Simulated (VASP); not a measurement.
Lu, 1 atom in the cell. Symmetry: Im-3m, No. 229, cubic system. The conventional cell has a = 3.890 Å, b = 3.890 Å, c = 3.890 Å, α = 90.00°, β = 90.00°, γ = 90.00°. Within 4.4 Å of Lu (site symmetry m-3m) lie 14 Lu at 3.37 to 3.89 Å. 

* Program: VASP 6.6.1
* Task: relaxation of cell and atoms
* Functional: PBEsol
* Potentials or basis: VASP PAW PBE potentials, release 64 (Lu)
* Cutoff: 600 eV
* k mesh: 6 × 6 × 6
* Occupations: gaussian, width 0.05 eV
* Spin: no spin polarisation
* Target pressure: 20 GPa
* Dipole correction: no
* Further INCAR settings: ALGO = Normal; EDIFF = 1e-07; IBRION = 2; EDIFFG = -0.03; NSW = 80; ISIF = 3

Potentials or basis: VASP PAW PBE potentials, release 64 (Lu).

The run is started by

```sh
$ cat potpaw_PBE.64/Lu/POTCAR > POTCAR
$ mpirun -np 1 vasp_std > vasp.out
```

Hardware: 1 thread of Intel(R) Xeon(R) Platinum 8259CL CPU @ 2.50GHz (Skylake/Cascade Lake), with other jobs on the host.

Estimate the wall time of this run.

Run time: 73 s on 1 thread of Intel(R) Xeon(R) Platinum 8259CL CPU @ 2.50GHz (Skylake/Cascade Lake), with other jobs on the host, peak memory 0.18 GiB. Counts: scf iterations 69, k points 16, ion steps 5.
